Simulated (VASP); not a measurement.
Here is a VASP 6.6.1 calculation.

File INCAR:

```
ALGO     = Normal         # electronic algorithm
EDIFF    = 1E-7           # SCF threshold, eV
ENCUT    = 520            # plane-wave cutoff, eV
GGA      = PE             # functional
ISIF     = 2              # what is computed and relaxed
ISMEAR   = -1             # smearing method
LASPH    = T              # aspherical terms in the spheres
LCHARG   = F              # write CHGCAR
LREAL    = F              # projectors in reciprocal space
LWAVE    = F              # write WAVECAR
NBANDS   = 26             # bands
NELM     = 100            # most SCF steps
PREC     = Accurate       # precision mode
SIGMA    = 0.02           # smearing width, eV
```

KPOINTS

```
k-points
0
Gamma
  12 12 6
```

Contents of POSCAR:

```
GaN
1.0
    3.1831495813      0.0000000000      0.0000000000
   -1.5915747906      2.7566884014      0.0000000000
    0.0000000000      0.0000000000      5.2810776885
Ga N
2 2
Direct
    0.3333333333      0.6666666667      0.0004414229
    0.6666666667      0.3333333333      0.5004414229
    0.3333333333      0.6666666667      0.3745585771
    0.6666666667      0.3333333333      0.8745585771
```

Potentials or basis: VASP PAW PBE potentials, release 64 (Ga_d, N).

Run with:

```sh
$ cat potpaw_PBE.64/Ga_d/POTCAR potpaw_PBE.64/N/POTCAR > POTCAR
$ mpirun -np 1 vasp_std > vasp.out
```

Question: What does it give for the pressure?

Answer: 2.7 GPa.

Question: What does it give for the largest force?

Answer: 0.015 eV/Å.

Question: Predict the band gap on the k mesh.

Answer: 1.74 eV, direct.

Stress tensor (GPa, compression positive):
```
 4.52  0.00  0.00
 0.00  4.52  0.00
 0.00  0.00 -0.83
```

Caveat: the cell differs from its parent crystal (uniaxial z strain +1.9%).
